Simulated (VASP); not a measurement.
Ta: single point with PBE

Ta:

```
Ta
1.0
    -1.65950    1.65950    1.65950
     1.65950   -1.65950    1.65950
     1.65950    1.65950   -1.65950
Ta
1
Direct
  0.00000 0.00000 0.00000
```

```json
{"Program": "VASP 6.6.1", "Task": "single point", "Functional": "PBE", "Potentials or basis": "VASP PAW PBE potentials, release 64 (Ta_pv)", "Cutoff": "520 eV", "k mesh": "24 × 24 × 24", "Occupations": "gaussian, width 0.1 eV", "Spin": "no spin polarisation"}
```

```json
{"Pressure": "0.1 GPa"}
```

Levels at points of the mesh, in eV from the Fermi level:
```
           k point  band 2  band 3  band 4  band 5  band 6  band 7  band 8  band 9  band 10  band 11
(0.00, 0.00, 0.00)  -33.12  -33.12   -7.85    0.74    0.74    0.74    3.96    3.96    14.95    14.95
(0.50, 0.00, 0.00)  -33.49  -33.13   -4.30   -1.49    1.53    3.84    4.84    7.66    11.50    11.88
(0.50, 0.50, 0.50)  -33.90  -33.90   -3.71   -3.71    6.72    6.72    6.72    8.53     8.53     8.53
```

Run time: 31 s on 1 thread of Intel(R) Xeon(R) 6975P-C (Granite Rapids) (shared host), peak memory 0.21 GiB.

Caveat: spin-orbit coupling is left out, which moves the levels of the heavy elements.
